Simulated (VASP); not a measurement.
# Cs (I4/mmm) in VASP: further runs, part 3 of 3

VASP 6.6.1. Earlier steps stand in the parts before.

### 6 Single point, PBEsol+D3(BJ)

This run uses another cell than the first one, of 126.43 Å³/atom.

Input file INCAR:

```
SYSTEM = Cs
PREC = Accurate
ENCUT = 520
EDIFF = 1E-6
ISMEAR = -1
SIGMA = 0.2
LREAL = .False.
LASPH = .True.
NELM = 100
ALGO = Normal
ISIF = 2
LWAVE = .False.
LCHARG = .False.
GGA = PS
IVDW = 12
NBANDS = 10
```

Input file KPOINTS:

```
Automatic mesh
0
Gamma
  6 6 6
  0 0 0
```

Input file POSCAR:

```
Cs
1.0
   -2.7682929811      2.7682929811      4.1243748305
    2.7682929811     -2.7682929811      4.1243748305
    2.7682929811      2.7682929811     -4.1243748305
Cs
1
Direct
    0.0000000000      0.0000000000      0.0000000000
```

Potentials or basis: VASP PAW PBE potentials, release 64 (Cs_sv).

Command:

```bash
$ cat potpaw_PBE.64/Cs_sv/POTCAR > POTCAR
$ mpirun -np 1 vasp_std > vasp.out
```

OUTCAR:

```text
SYSTEM = Cs
   PREC = Accurate
   ENCUT = 520
   EDIFF = 1E-6
   ISMEAR = -1
   LREAL = .False.
   LASPH = .True.
   NELM = 100
   ISIF = 2
   GGA = PS
   IVDW = 12
 IVDW          = 12

 ion  position               nearest neighbor table
   1  0.000  0.000  0.000-

  LATTYP: Found a body centered tetragonal cell.
 ALAT       =     5.5365859622
 C/A-ratio  =     1.4898621131

  Lattice vectors:

 A1 = (  -2.7682929811,   2.7682929811,   4.1243748305)
 A2 = (   2.7682929811,  -2.7682929811,   4.1243748305)
 A3 = (   2.7682929811,   2.7682929811,  -4.1243748305)

Analysis of symmetry for initial positions (statically):
=====================================================================
 Subroutine PRICEL returns:
 Original cell was already a primitive cell.

 Routine SETGRP: Setting up the symmetry group for a
 body centered tetragonal supercell.

 Subroutine GETGRP returns: Found 16 space group operations
 (whereof 16 operations were pure point group operations)
 out of a pool of 16 trial point group operations.

The static configuration has the point symmetry D_4h.

Analysis of symmetry for dynamics (positions and initial velocities):
=====================================================================
 Subroutine PRICEL returns:
 Original cell was already a primitive cell.

 Routine SETGRP: Setting up the symmetry group for a
 body centered tetragonal supercell.

 Subroutine GETGRP returns: Found 16 space group operations
 (whereof 16 operations were pure point group operations)
 out of a pool of 16 trial point group operations.

The dynamic configuration has the point symmetry D_4h.

 Subroutine INISYM returns: Found 16 space group operations
 (whereof 16 operations are pure point group operations),
 and found     1 'primitive' translations

----------------------------------------------------------------------------------------

                                     Primitive cell

  volume of cell :     126.4277

  direct lattice vectors                    reciprocal lattice vectors
    -2.768292981  2.768292981  4.124374830     0.000000000  0.180616721  0.121230494
     2.768292981 -2.768292981  4.124374830     0.180616721  0.000000000  0.121230494
     2.768292981  2.768292981 -4.124374830     0.180616721  0.180616721  0.000000000

  length of vectors
     5.686594746  5.686594746  5.686594746     0.217529843  0.217529843  0.255430616

  position of ions in fractional coordinates (direct lattice)
     0.000000000  0.000000000  0.000000000

  ion indices of the primitive-cell ions
   primitive index   ion index
                 1           1

----------------------------------------------------------------------------------------

 KPOINTS: Automatic mesh

Automatic generation of k-mesh.
 Grid dimensions read from file:
 generate k-points for:    6    6    6

 Generating k-lattice:

  Cartesian coordinates                     Fractional coordinates (reciprocal lattice)
     0.000000000  0.030102787  0.020205082     0.166666667  0.000000000  0.000000000
     0.030102787  0.000000000  0.020205082     0.000000000  0.166666667  0.000000000
     0.030102787  0.030102787  0.000000000     0.000000000  0.000000000  0.166666667

  Length of vectors
     0.036254974  0.036254974  0.042571769

  Shift w.r.t. Gamma in fractional coordinates (k-lattice)
     0.000000000  0.000000000  0.000000000

 Subroutine IBZKPT returns following result:
 ===========================================

 Found     30 irreducible k-points:

 Following reciprocal coordinates:
            Coordinates               Weight
  0.000000  0.000000  0.000000      1.000000
  0.166667 -0.000000  0.000000      8.000000
  0.333333 -0.000000  0.000000      8.000000
  0.500000  0.000000  0.000000      4.000000
  0.166667  0.166667  0.000000      8.000000
  0.333333  0.166667  0.000000     16.000000
[... 16 lines left out ...]
 -0.333333 -0.333333  0.166667      8.000000
 -0.166667 -0.333333  0.166667      8.000000
 [... further k-points ...]
   k-points           NKPTS =     30   k-points in BZ     NKDIM =     30   number of bands    NBANDS=     10
   number of dos      NEDOS =    301   number of ions     NIONS =      1
   total plane-waves  NPLWV =  74088
   dimension x,y,z NGX =    42 NGY =   42 NGZ =   42
   dimension x,y,z NGXF=    84 NGYF=   84 NGZF=   84
   ions per type =               1
   NGX,Y,Z   is equivalent  to a cutoff of  12.28, 12.28, 12.28 a.u.
   NGXF,Y,Z  is equivalent  to a cutoff of  24.56, 24.56, 24.56 a.u.
 SYSTEM =  Cs
   PREC   = accura    normal or accurate (medium, high low for compatibility)
   ISTART =      0    job   : 0-new  1-cont  2-samecut
   ICHARG =      2    charge: 1-file 2-atom 10-const
   ISPIN  =      1    spin polarized calculation?
   LNONCOLLINEAR =      F non collinear calculations
   LSORBIT =      F    spin-orbit coupling
   LASPH  =      T    aspherical Exc in radial PAW
   ENCUT  =  520.0 eV  38.22 Ry    6.18 a.u.  10.57 10.57 10.57*2*pi/ulx,y,z
   NELM   =    100;   NELMIN=  2; NELMDL= -5     # of ELM steps
   EDIFF  = 0.1E-05   stopping-criterion for ELM
   LREAL  =      F    real-space projection
   EDIFFG = 0.1E-04   stopping-criterion for IOM
   NSW    =      0    number of steps for IOM
   IBRION =     -1    ionic relax: 0-MD 1-quasi-New 2-CG
   NFREE  =      0    steps in history (QN), initial steepest desc. (CG)
   ISIF   =      2    stress and relaxation
   ISYM   =      2    0-nonsym 1-usesym 2-fastsym
   POTIM  = 0.5000    time-step for ionic-motion
   TEBEG  =    0.0;   TEEND  =   0.0 temperature during run
   PSTRESS=    0.0 pullay stress
   NELECT =       9.0000    total number of electrons
   NUPDOWN=      -1.0000    fix difference up-down
   EMIN   =  10.00;   EMAX   =-10.00  energy-range for DOS
   EFERMI =   0.00;   METHOD = LEGACY
   ISMEAR =    -1;   SIGMA  =   0.20  broadening in eV -4-tet -1-fermi 0-gaus
   EFERMI_NEDOS =   21; number of points for ismear=-14 and -15
   IALGO  =     38    algorithm
   IMIX   =      4    mixing-type and parameters
     AMIX     =   0.40;   BMIX     =  1.00
     AMIX_MAG =   1.60;   BMIX_MAG =  1.00
  volume/ion in A,a.u.               =     126.43       853.18
  Fermi-wavevector in a.u.,A,eV,Ry     =   0.678487  1.282155  6.263370  0.460345
  Thomas-Fermi vector in A             =   1.756405
   LORBIT       =      0    0 simple, 1 ext, 2 COOP (PROOUT), +10 PAW based schemes
   GGA     = PS    functional components
   LHFCALC =     F    Hartree Fock is set to
   AEXX    =    0.0000 exact exchange contribution
   IVDW    =    12    specifies the selected vdW correction
   LEPSILON=     F    determine dielectric tensor
   LRPA    =     F    only Hartree local field effects (RPA)
 non-spin polarized calculation
  energy-cutoff  :      520.00
  volume of cell :      126.43
 maximum number of plane-waves:      3428
   NGX = 21   NGY = 21   NGZ = 21

 number of electron       9.0000001 magnetization

 Free energy of the ion-electron system (eV)
  ---------------------------------------------------
  ext. energy  EPLUGINS =         0.00000000
  ---------------------------------------------------
  free energy    TOTEN  =        -1.00700347 eV

  energy without entropy =       -0.84737138  energy(sigma->0) =       -0.92718743

 E-fermi :   0.1158     XC(G=0):  -5.2338

 val. band max:        0.1027085123   @ k =   0.1667   0.1667   0.1667
 cond. band min:       0.1316509719   @ k =  -0.3333   0.3333   0.1667
 fundamental gap:      0.0289424596
 Fermi energy:         0.1157766839

 k-point     1 :       0.0000    0.0000    0.0000
  band No.  band energies     occupation
      1     -23.7425      2.00000
      2     -10.4764      2.00000
      3     -10.4749      2.00000
      4     -10.4749      2.00000
      5      -1.4279      1.99911
      6       2.4607      0.00002
      7       2.6232      0.00001
      8       2.6232      0.00001
      9       3.3967      0.00000
     10       3.7152      0.00000
[... 287 lines left out ...]
 k-point    24 :      -0.1667   -0.3333    0.1667
  band No.  band energies     occupation
      1     -23.7399      2.00000
      2     -10.5326      2.00000
      3     -10.4934      2.00000
      4     -10.4888      2.00000
      5      -0.5744      1.93853
      6       1.6252      0.00105
      7       2.1278      0.00009
      8       2.8858      0.00000
      9       3.2455      0.00000
     10       4.0119      0.00000

 [... further k-points ...]

------------------------ aborting loop because EDIFF is reached ----------------------------------------

 Edisp (eV)   -0.10297

 E8    (eV) :    -0.0824

  FORCE on cell =-STRESS in cart. coord.  units (eV):
  Direction    XX          YY          ZZ          XY          YZ          ZX
  --------------------------------------------------------------------------------------
  -------------------------------------------------------------------------------------
  Total      -0.27492    -0.27492    -0.29501     0.00000    -0.00000     0.00000
  in kB      -3.48392    -3.48392    -3.73851     0.00000    -0.00000     0.00000
  external pressure =       -3.57 kB  Pullay stress =        0.00 kB

 VOLUME and BASIS-vectors are now :
 -----------------------------------------------------------------------------
  energy-cutoff  :      520.00
  volume of cell :      126.43
      direct lattice vectors                 reciprocal lattice vectors
    -2.768292981  2.768292981  4.124374830     0.000000000  0.180616721  0.121230494
     2.768292981 -2.768292981  4.124374830     0.180616721  0.000000000  0.121230494
     2.768292981  2.768292981 -4.124374830     0.180616721  0.180616721  0.000000000

 POSITION                                       TOTAL-FORCE (eV/Angst)
 -----------------------------------------------------------------------------------
      0.00000      0.00000      0.00000        -0.000000      0.000000     -0.000000
 -----------------------------------------------------------------------------------
    total drift:                               -0.000000      0.000000     -0.000000

  FREE ENERGIE OF THE ION-ELECTRON SYSTEM (eV)
  ---------------------------------------------------
  free  energy   TOTEN  =        -1.1099765586 eV

  energy  without entropy=       -0.9503444712  energy(sigma->0) =       -1.03016051
```

OSZICAR:

```text
N       E                     dE             d eps       ncg     rms          rms(c)
DAV:   1     0.539749467994E+02    0.53975E+02   -0.28407E+03   600   0.625E+02
DAV:   2     0.446404663507E+01   -0.49511E+02   -0.47428E+02   832   0.104E+02
DAV:   3    -0.925189770531E+00   -0.53892E+01   -0.53848E+01   684   0.412E+01
DAV:   4    -0.100520320246E+01   -0.80013E-01   -0.80002E-01   798   0.601E+00
DAV:   5    -0.100563322535E+01   -0.43002E-03   -0.43001E-03   900   0.411E-01    0.122E-01
DAV:   6    -0.100621050480E+01   -0.57728E-03   -0.77833E-04   762   0.141E-01    0.883E-02
DAV:   7    -0.100698388669E+01   -0.77338E-03   -0.30441E-03   738   0.292E-01    0.249E-02
DAV:   8    -0.100700256270E+01   -0.18676E-04   -0.74409E-05   706   0.504E-02    0.457E-03
DAV:   9    -0.100700346874E+01   -0.90603E-06   -0.35081E-06   876   0.951E-03
   1 F= -.11099766E+01 E0= -.10301605E+01  d E =-.159632E+00
```

stdout:

```text
POSCAR found type information on POSCAR Cs
 POSCAR found :  1 types and       1 ions
 scaLAPACK will be used
 -----------------------------------------------------------------------------
|                                                                             |
|                                                                             |
|     You enforced a specific xc type in the INCAR file but a different       |
|     I HOPE YOU KNOW WHAT YOU ARE DOING!                                     |
|                                                                             |
 -----------------------------------------------------------------------------

 LDA part: xc-table for (Slater+PW92), standard interpolation
 POSCAR, INCAR and KPOINTS ok, starting setup
 FFT: planning ... GRIDC
 FFT: planning ... GRID_SOFT
 FFT: planning ... GRID
 WAVECAR not read
 entering main loop
```

It took 47 s on 1 thread of Intel Xeon 8259CL, shared host; peak memory 0.25 GiB.

What came out:

```yaml
Free_energy: -1.1100 eV
Pressure: -0.4 GPa
Band_gap_on_the_k_mesh: zero (an odd number of electrons rules out a gap without spin polarisation)
Dispersion_energy_per_atom: -0.103 eV
```

Caveat: three body term missing; the PAW data sets were made with another functional, which shifts forces and pressure a little; spin-orbit coupling is left out, which moves the levels of the heavy elements.

### 7 Overview

```csv
cell,gap on the mesh (eV),pressure (GPa)
"a = 5.534 Å, angles 121.7, 121.7, 87.0°, 1 atom",none,-0.3
"a = 5.573 Å, angles 121.7, 121.7, 87.0°, 1 atom",none,-0.3
"a = 5.611 Å, angles 121.7, 121.7, 87.0°, 1 atom",none,-0.3
"a = 5.649 Å, angles 121.7, 121.7, 87.0°, 1 atom",none,-0.3
"a = 5.687 Å, angles 121.7, 121.7, 87.0°, 1 atom",none,-0.4
```

Alike in all rows: task single point; level PBEsol+D3(BJ); potentials or basis VASP PAW PBE potentials, release 64 (Cs_sv); no spin polarisation; k mesh 6 × 6 × 6; cutoff (eV) 520; smearing fermi-dirac 0.2 eV.

Caveats: three body term missing; the PAW data sets were made with another functional, which shifts forces and pressure a little; spin-orbit coupling is left out, which moves the levels of the heavy elements.

Total energies depend on the potentials used, so only differences within one code and one set of settings carry meaning.
